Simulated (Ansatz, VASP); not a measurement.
## Yb in VASP and in Ansatz

File INCAR:

```
SYSTEM = Yb
  PREC = Accurate
  ENCUT = 520
  EDIFF = 1E-6
  ISMEAR = -1
  SIGMA = 0.05
  LREAL = .FALSE.
  LASPH = .TRUE.
  NELM = 150
  ALGO = Normal
  ISIF = 2
  LWAVE = .FALSE.
  LCHARG = .FALSE.
  ISPIN = 2
  MAGMOM = 1
  LORBIT = 11
  LMAXMIX = 6
  GGA = CA
  NBANDS = 22
```

The input KPOINTS:

```
Automatic mesh
0
G
  8 8 8
  0 0 0
```

The input POSCAR:

```
Yb
1.0
    0.0000000000      2.7246893782      2.7246893782
    2.7246893782      0.0000000000      2.7246893782
    2.7246893782      2.7246893782      0.0000000000
Yb
1
Direct
    0.0000000000      0.0000000000      0.0000000000
```

Contents of input.yaml:

```yaml
crystal:
  lattice:
    - [0.0, 2.7246893782, 2.7246893782]
    - [2.7246893782, 0.0, 2.7246893782]
    - [2.7246893782, 2.7246893782, 0.0]
  atoms:
    - { symbol: Yb, position: [0.0, 0.0, 0.0], spin: 1.0 }
kpoints:
  mp_grid: { grid: [8, 8, 8] }
scf:
  occupations: { method: fermi_dirac, width: 0.05 }
hamiltonian:
  xc: lda
  pseudopotentials: { kind: all_electron, lapw: { basis_error: 0.001 } }
magnetization:
  spin_polarized: true
output:
  forces: true
  stress: true
  eigenvalues: true
```

Change from the starting cell: volume scaled by 0.98.

Alike in both runs: task single point; functional LDA; k mesh 8 × 8 × 8; occupations fermi-dirac, width 0.05 eV; collinear spin.

```csv
,VASP,Ansatz
version,VASP 6.6.1,Ansatz 0.2.0
potentials or method,"VASP PAW PBE potentials, release 64 (Yb), cutoff 520 eV","all-electron LAPW, scalar-relativistic"
```

Ansatz gave:

```
gap on the k mesh at the Fermi level (eV) : none
pressure (GPa)                            : -4.3
net moment per atom (μB)                  : 0.00
```

Q: What did VASP give for the same quantities?

A: gap on the k mesh at the Fermi level (eV): none; pressure (GPa): -4.4; net moment per atom (μB): 0.00.

VASP's potentials were made for PBE, not for LDA. LDA's correlation is that of Perdew and Zunger in VASP and of Perdew and Wang (1992) in Ansatz. A gap of «none» marks a metal or a gap that the smearing closes. Ansatz ran all-electron here, and VASP with PAW potentials.

Spin-orbit coupling is off throughout. Noted on Ansatz's run: the open f shell may have settled in a state that isn't the lowest.
